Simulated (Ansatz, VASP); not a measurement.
## TiCd2P2: VASP beside Ansatz

```xyz
5
Lattice="3.8310 0.0000 0.0000 0.0000 3.8310 0.0000 0.0000 0.0000 6.8141" Properties=species:S:1:pos:R:3 pbc="T T T"
Ti    1.9155    1.9155    3.4071
Cd    0.0000    0.0000    4.8595
Cd    0.0000    0.0000    1.9546
P     1.9155    1.9155    1.0579
P     1.9155    1.9155    5.7562
```

Alike in both runs: functional PBE; k mesh 4 × 4 × 4; occupations gaussian, width 0.1 eV; no spin polarisation.

Ansatz relaxed the structure, and its values are those at the end. VASP's run is a single point on that final structure, the one shown.

```csv
,VASP,Ansatz
version,VASP 6.6.1,Ansatz 0.2.0
potentials or method,"VASP PAW PBE potentials, release 64 (Ti_sv, Cd_sv_GW, P), cutoff 630 eV","scalar-relativistic, plane waves, PAW"
valence electrons in the cell,62,62
```

VASP gave:

| Item | Value |
| --- | --- |
| gap on the k mesh at the Fermi level (eV) | none |
| pressure (GPa) | -0.2 |
| rms of the force components (eV/Å) | 0.016 |

Task: Which values does Ansatz return?

Result: gap on the k mesh at the Fermi level (eV): none; pressure (GPa): 0.0; rms of the force components (eV/Å): 0.010.

A gap of «none» marks a metal or a gap that the smearing closes. The functional is the same, so the differences come from potentials, cutoffs and numerics.

The k mesh is coarse, so the values compare programs but aren't converged.
